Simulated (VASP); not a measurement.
Set up this calculation in VASP 6.6.1, as the native input.

- Task: single point
- Functional: PBE
- Potentials or basis: VASP PAW PBE potentials, release 64 (Sr_sv, Ti_sv, O)
- Cutoff: 520 eV
- k mesh: 6 × 6 × 6
- Occupations: gaussian, width 0.05 eV
- Spin: no spin polarisation
- Dipole correction: no
- Further INCAR settings: ALGO = Normal; EDIFF = 1e-06; NBANDS = 28

The structure of SrTiO3 lies in POSCAR:

```
SrTiO3
1.0
    3.7705063839      0.0000000000      0.0000000000
    0.0000000000      3.7705063839      0.0000000000
    0.0000000000      0.0000000000      3.7705063839
Sr Ti O
1 1 3
Direct
    0.5000000000      0.5000000000      0.5000000000
    0.0000000000      0.0000000000      0.0000000000
    0.5000000000      0.0000000000      0.0000000000
    0.0000000000      0.5000000000      0.0000000000
    0.0000000000      0.0000000000      0.5000000000
```

The input as run:

INCAR

```
SYSTEM = SrTiO3
ALGO = Normal
EDIFF = 1E-6
ENCUT = 520
GGA = PE
ISIF = 2
ISMEAR = 0
LASPH = .TRUE.
LCHARG = .FALSE.
LREAL = .FALSE.
LWAVE = .FALSE.
NBANDS = 28
NELM = 100
PREC = Accurate
SIGMA = 0.05
```

KPOINTS

```
k-points
0
G
  6 6 6
  0 0 0
```

Potentials or basis: VASP PAW PBE potentials, release 64 (Sr_sv, Ti_sv, O).

The run is started by

```bash
$ cat potpaw_PBE.64/Sr_sv/POTCAR potpaw_PBE.64/Ti_sv/POTCAR potpaw_PBE.64/O/POTCAR > POTCAR
$ mpirun -np 1 vasp_std > vasp.out
```

Results of the run:

```
Pressure               : 30.1 GPa
Band gap on the k mesh : 2.04 eV, indirect (least direct gap 2.31 eV)
```

Run time: 15 s on 1 thread of Intel(R) Xeon(R) 6975P-C (Granite Rapids) (shared host), peak memory 0.17 GiB.
